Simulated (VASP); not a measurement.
CaO:

```
Ca O
1.0
     0.00000    2.40650    2.40650
     2.40650    0.00000    2.40650
     2.40650    2.40650    0.00000
Ca O
1 1
Direct
  0.00000 0.00000 0.00000
  0.50000 0.50000 0.50000
```

```yaml
Program: VASP 6.6.1
Task: relaxation of cell and atoms
Functional: LDA
Potentials_or_basis: VASP PAW LDA potentials, release 64 (Ca_sv, O)
Cutoff: 600 eV
k_mesh: 18 × 18 × 18
Occupations: fermi-dirac, width 0.1 eV
Spin: no spin polarisation
```

At the start: pressure -6.8 GPa; volume 13.94 Å³/atom.

Question: How do energy, volume and symmetry change on relaxing?

Answer: Over 3 steps the energy falls by 18.1 meV/atom and the volume is 13.12 Å³/atom (-5.8 %); space group Fm-3m (No. 225, to 0.05 Å).

The path:
| step | energy change (eV) | largest force (eV/Å) | pressure (GPa) | volume (Å³) |
| --- | --- | --- | --- | --- |
| 1 | 0.0000 | 0.0000 | -6.78 | 27.87 |
| 2 | -0.0287 | 0.0000 | 3.62 | 25.56 |
| 3 | -0.0363 | 0.0000 | 0.00 | 26.25 |

Final structure:
```xyz
2
Lattice="0.0000 2.3588 2.3588 2.3588 0.0000 2.3588 2.3588 2.3588 0.0000" Properties=species:S:1:pos:R:3 pbc="T T T"
Ca    0.0000    0.0000    0.0000
O     2.3588    2.3588    2.3588
```
